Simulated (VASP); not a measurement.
A run of VASP 6.6.1 is set up as follows.

INCAR

```
PREC = Accurate
ENCUT = 520
EDIFF = 1E-6
ISMEAR = 0
SIGMA = 0.011
LREAL = False
LASPH = True
NELM = 100
ALGO = Normal
ISIF = 2
LWAVE = False
LCHARG = False
GGA = PE
NBANDS = 20
```

The input KPOINTS:

```
regular mesh
0
Gamma
  9 9 9
```

File POSCAR:

```
SnO2
1.0
    0.0000000000      2.5741500000      2.5741500000
    2.5741500000      0.0000000000      2.5741500000
    2.5741500000      2.5741500000      0.0000000000
Sn O
1 2
Direct
    0.0000000000      0.0000000000      0.0000000000
    0.7500000000      0.7500000000      0.7500000000
    0.2500000000      0.2500000000      0.2500000000
```

Potentials or basis: VASP PAW PBE potentials, release 64 (Sn_d, O).

Launch:

```sh
$ cat potpaw_PBE.64/Sn_d/POTCAR potpaw_PBE.64/O/POTCAR > POTCAR
$ mpirun -np 1 vasp_std > vasp.out
```

(1) What does it give for the band gap on the k mesh?

(2) What does it give for the pressure?

Results:

(1) zero (bands 13 and 14 overlap by 0.10 eV).

(2) 0.1 GPa.

Caveat: semilocal functionals underestimate gaps, so a narrow gap can read as zero; spin-orbit coupling is left out, which moves the levels of the heavy elements.
